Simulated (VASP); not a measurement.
I, 1 atom in the cell. Symmetry: Fmmm, No. 69, orthorhombic system. Conventional cell: a = 4.384 Å, b = 4.731 Å, c = 7.820 Å, α = 90.00°, β = 90.00°, γ = 90.00°. Within 4.2 Å of I (site symmetry mmm) lie 4 I at 3.23 Å. 

| Item | Value |
| --- | --- |
| Program | VASP 6.6.1 |
| Task | single point |
| Functional | b88 exchange, pbe correlation |
| Potentials or basis | VASP PAW PBE potentials, release 64 (I) |
| Cutoff | 500 eV |
| k mesh | 9 × 9 × 9 |
| Occupations | fermi-dirac, width 0.05 eV |
| Spin | no spin polarisation |
| Dipole correction | no |
| Further INCAR settings | ALGO = Normal; EDIFF = 1e-06; NBANDS = 10 |

Potentials or basis: VASP PAW PBE potentials, release 64 (I).

Command:

```sh
$ cat potpaw_PBE.64/I/POTCAR > POTCAR
$ mpirun -np 1 vasp_std > vasp.out
```

Hardware: 1 thread of AMD EPYC 7R43 64-Core Processor (Zen 3), on a shared host.

Problem. Estimate the wall time of this run.

Solution. It took 43 s on 1 thread of AMD EPYC 7R43 64-Core Processor (Zen 3), on a shared host, peak memory 0.17 GiB. Counts: scf iterations 11, k points 125.
